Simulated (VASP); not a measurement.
KF, 2 atoms in the cell. It takes space group Fm-3m (No. 225, cubic). The conventional cell has a = 5.365 Å, b = 5.365 Å, c = 5.365 Å, α = 90.00°, β = 90.00°, γ = 90.00°. Within 3.5 Å of K (site symmetry m-3m) lie 6 F at 2.68 Å. F (site symmetry m-3m) has 6 K at 2.68 Å within 3.5 Å.  This cell differs from its parent crystal: volume scaled by 1.01.

| Property | Result |
| --- | --- |
| Program | VASP 6.6.1 |
| Task | single point |
| Functional | PBEsol |
| Potentials or basis | VASP PAW PBE potentials, release 64 (K_sv, F) |
| Cutoff | 520 eV |
| k mesh | 9 × 9 × 9 |
| Occupations | fermi-dirac, width 0.01 eV |
| Spin | no spin polarisation |
| Dipole correction | no |
| Further INCAR settings | ALGO = Normal; EDIFF = 1e-07; NBANDS = 15 |

Potentials or basis: VASP PAW PBE potentials, release 64 (K_sv, F).

Run with:

```console
$ cat potpaw_PBE.64/K_sv/POTCAR potpaw_PBE.64/F/POTCAR > POTCAR
$ mpirun -np 1 vasp_std > vasp.out
```

Hardware: 1 thread of Intel(R) Xeon(R) 6975P-C (Granite Rapids) (shared host).

How long does it take, and how much memory?

Run time: 11 s on 1 thread of Intel(R) Xeon(R) 6975P-C (Granite Rapids), on a shared host, peak memory 0.15 GiB. Counts: scf iterations 14, k points 35.
